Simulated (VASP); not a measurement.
# SiGeTe2S2 (P6/mmm) in VASP: notebook, part 2 of 2

VASP 6.6.1. Earlier steps stand in the parts before.

## (3) Relaxation of cell and atoms, PBE

This run uses another cell than the first one, of 29.46 Å³/atom, 0.972 times its volume.

INCAR reads:

```
SYSTEM = SiGeTe2S2
PREC     = Accurate       ! precision mode
ENCUT    = 600            ! plane-wave cutoff, eV
EDIFF    = 1E-6           ! SCF threshold, eV
ISMEAR   = 0              ! smearing method
SIGMA    = 0.1            ! smearing width, eV
LREAL    = .FALSE.        ! projectors in reciprocal space
LASPH    = .TRUE.         ! aspherical terms in the spheres
NELM     = 100            ! most SCF steps
ALGO     = Normal         ! electronic algorithm
ISIF     = 3              ! what is computed and relaxed
LWAVE    = .FALSE.        ! write WAVECAR
LCHARG   = .FALSE.        ! write CHGCAR
GGA      = PE             ! functional
IBRION   = 2              ! ionic algorithm
NSW      = 90             ! ionic steps
EDIFFG   = -0.04          ! ionic threshold
```

KPOINTS reads:

```
Automatic mesh
0
G
  6 6 2
  0 0 0
```

POSCAR reads:

```
SiGeTe2S2
1.0
    4.2892396500      0.0000000000      0.0000000000
   -2.1446198200      3.7145905000      0.0000000000
    0.0000000000      0.0000000000     11.0938156700
Si Ge Te S
1 1 2 2
Direct
    0.0000000000      0.0000000000      0.0000000000
    0.0000000000      0.0000000000      0.5000000000
    0.0000000000      0.0000000000      0.7742676200
    0.0000000000      0.0000000000      0.2257323800
    0.3333333300      0.6666666700      0.0000000000
    0.6666666700      0.3333333300      0.0000000000
```

Potentials or basis: VASP PAW PBE potentials, release 64 (Si, Ge_d, Te, S).

Started as:

```sh
> cat potpaw_PBE.64/Si/POTCAR potpaw_PBE.64/Ge_d/POTCAR potpaw_PBE.64/Te/POTCAR potpaw_PBE.64/S/POTCAR > POTCAR
> mpirun -np 1 vasp_std > vasp.out
```

OUTCAR:

```text
SYSTEM = SiGeTe2S2
   PREC = Accurate
   ENCUT = 600
   EDIFF = 1E-6
   ISMEAR = 0
   LREAL = .FALSE.
   LASPH = .TRUE.
   NELM = 100
   ISIF = 3
   GGA = PE
   IBRION = 2
   NSW = 90
   EDIFFG = -0.04

 ion  position               nearest neighbor table
   1  0.000  0.000  0.000-   5 2.48   6 2.48   5 2.48   6 2.48   6 2.48   5 2.48   3 2.50   4 2.50

   2  0.000  0.000  0.500-   3 3.04   4 3.04
   3  0.000  0.000  0.774-   1 2.50   2 3.04
   4  0.000  0.000  0.226-   1 2.50   2 3.04
   5  0.333  0.667  0.000-   1 2.48   6 2.48   6 2.48   1 2.48   1 2.48   6 2.48
   6  0.667  0.333  0.000-   1 2.48   5 2.48   5 2.48   1 2.48   1 2.48   5 2.48

  LATTYP: Found a hexagonal cell.
 ALAT       =     4.2892396500
 C/A-ratio  =     2.5864294316

  Lattice vectors:

 A1 = (   4.2892396500,   0.0000000000,   0.0000000000)
 A2 = (  -2.1446198200,   3.7145905000,   0.0000000000)
 A3 = (   0.0000000000,   0.0000000000,  11.0938156700)

Analysis of symmetry for initial positions (statically):
=====================================================================
 Subroutine PRICEL returns:
 Original cell was already a primitive cell.

 Routine SETGRP: Setting up the symmetry group for a
 hexagonal supercell.

 Subroutine GETGRP returns: Found 24 space group operations
[... 153 lines left out ...]

--------------------------------------- Ionic step        1  -------------------------------------------

 number of electron      42.0000016 magnetization

 Free energy of the ion-electron system (eV)
  ---------------------------------------------------
  ext. energy  EPLUGINS =         0.00000000
  ---------------------------------------------------
  free energy    TOTEN  =       -19.57330698 eV

  energy without entropy =      -19.53045920  energy(sigma->0) =      -19.55188309

------------------------ aborting loop because EDIFF is reached ----------------------------------------

  FORCE on cell =-STRESS in cart. coord.  units (eV):
  Direction    XX          YY          ZZ          XY          YZ          ZX
  --------------------------------------------------------------------------------------
  -------------------------------------------------------------------------------------
  Total        2.3610159      2.3610159     -1.0478777      0.0000000     -0.0000000      0.0000000
  in kB       21.4011591     21.4011591     -9.4983676      0.0000000     -0.0000000      0.0000000
  external PRESSURE =      11.1013169 kB  Pullay stress =       0.0000000 kB
[... 267 lines left out ...]
--------------------------------------- Ionic step        8  -------------------------------------------

 number of electron      42.0000005 magnetization

 Free energy of the ion-electron system (eV)
  ---------------------------------------------------
  ext. energy  EPLUGINS =         0.00000000
  ---------------------------------------------------
  free energy    TOTEN  =       -20.76803278 eV

  energy without entropy =      -20.74117617  energy(sigma->0) =      -20.75460448

 E-fermi :   3.0420     XC(G=0):  -8.4358

 val. band max:        3.0417199053   @ k =   0.0000   0.0000   0.5000
 cond. band min:       3.0509390044   @ k =   0.1667  -0.0000   0.0000
 fundamental gap:      0.0092190991
 Fermi energy:         3.0420172929

 k-point     1 :       0.0000    0.0000    0.0000
  band No.  band energies     occupation
      1     -21.6121      2.00000
      2     -21.6094      2.00000
      3     -21.6094      2.00000
      4     -21.5711      2.00000
      5     -21.5711      2.00000
      6     -12.0832      2.00000
[... 414 lines left out ...]
  FREE ENERGIE OF THE ION-ELECTRON SYSTEM (eV)
  ---------------------------------------------------
  free  energy   TOTEN  =       -20.7680327808 eV

  energy  without entropy=      -20.7411761743  energy(sigma->0) =      -20.75460448

 reached required accuracy - stopping structural energy minimisation
```

OSZICAR:

```text
N       E                     dE             d eps       ncg     rms          rms(c)
DAV:   1     0.351593751113E+03    0.35159E+03   -0.19414E+04   814   0.226E+03
DAV:   2     0.329695890635E+02   -0.31862E+03   -0.31190E+03   791   0.543E+02
DAV:   3    -0.171284525828E+02   -0.50098E+02   -0.49128E+02   884   0.149E+02
[... 90 lines left out ...]
DAV:   5    -0.207685900090E+02    0.30798E-02   -0.10675E-02   717   0.593E-01    0.496E-01
DAV:   6    -0.207683867762E+02    0.20323E-03   -0.81520E-04   884   0.234E-01    0.300E-01
DAV:   7    -0.207680251494E+02    0.36163E-03   -0.94166E-04   935   0.202E-01    0.217E-02
DAV:   8    -0.207680323656E+02   -0.72162E-05   -0.95161E-05   743   0.604E-02    0.230E-02
DAV:   9    -0.207680327808E+02   -0.41527E-06   -0.48945E-06   749   0.140E-02
   8 F= -.20768033E+02 E0= -.20754604E+02  d E =-.417684E-01
```

Wall time 3.9 min (1 thread of Intel Xeon 6975P-C (Granite Rapids), shared host); peak memory 0.41 GiB.

Results:

```yaml
Free_energy: -20.7680 eV
Relaxed_volume: 30.44 Å³/atom
Relaxed_cell: a = 4.479 Å, b = 4.479 Å, c = 10.510 Å, α = 90.00°, β = 90.00°, γ = 120.00°
Space_group_after_relaxing_to_0.05_Å: P6/mmm (No. 191)
Energy_gained_by_relaxing: 199.1 meV/atom
Ionic_steps: 8
Pressure_after_relaxing: -0.2 GPa
Largest_force_after_relaxing: 0.012 eV/Å
Band_gap_on_the_k_mesh: zero (band 21 reaches 3.29 eV, above the bottom of band 22 at 2.48 eV)
```

Forces in eV/Å, atoms in the order of the input:
```
Si   0.000  0.000  0.000
Ge   0.000  0.000  0.000
Te   0.000  0.000 -0.012
Te   0.000  0.000  0.012
S    0.000  0.000  0.000
S    0.000  0.000  0.000
```

The path:
```
step  energy change (eV)  largest force (eV/Å)  pressure (GPa)  volume (Å³)
   1              0.0000                2.0135            1.11       176.76
   2             -0.4380                1.6220           -0.67       181.98
   3             -1.0652                0.0965           -2.53       197.72
   4             -1.0676                0.3306           -2.58       195.98
   5             -0.7658                1.6437            3.33       178.33
   6             -1.1529                0.1160           -1.04       189.79
   7             -1.1530                0.1311           -0.98       189.62
   8             -1.1947                0.0120           -0.20       182.62
```

Final structure:
```xyz
6
Lattice="4.4792 0.0000 0.0000 -2.2396 3.8791 0.0000 0.0000 0.0000 10.5103" Properties=species:S:1:pos:R:3 pbc="T T T"
Si    0.0000    0.0000    0.0000
Ge    0.0000    0.0000    5.2551
Te    0.0000    0.0000    7.7753
Te    0.0000    0.0000    2.7350
S     0.0000    2.5860    0.0000
S     2.2396    1.2930    0.0000
```

Levels at points of the mesh, in eV from the Fermi level:
```
           k point  band 17  band 18  band 19  band 20  band 21  band 22  band 23  band 24  band 25
(0.00, 0.00, 0.00)    -1.87    -0.27    -0.27     0.06     0.06     0.25     1.56     2.68     2.82
(0.50, 0.00, 0.00)    -0.82    -0.69    -0.44    -0.31    -0.20     0.79     0.86     2.22     2.41
(0.00, 0.00, 0.50)    -1.70    -0.48    -0.48     0.00     0.25     0.40     0.40     2.59     2.59
(0.50, 0.00, 0.50)    -1.65    -0.98    -0.47    -0.19    -0.11     0.74     0.86     1.25     2.03
```

Caveat: spin-orbit coupling is left out, which moves the levels of the heavy elements.
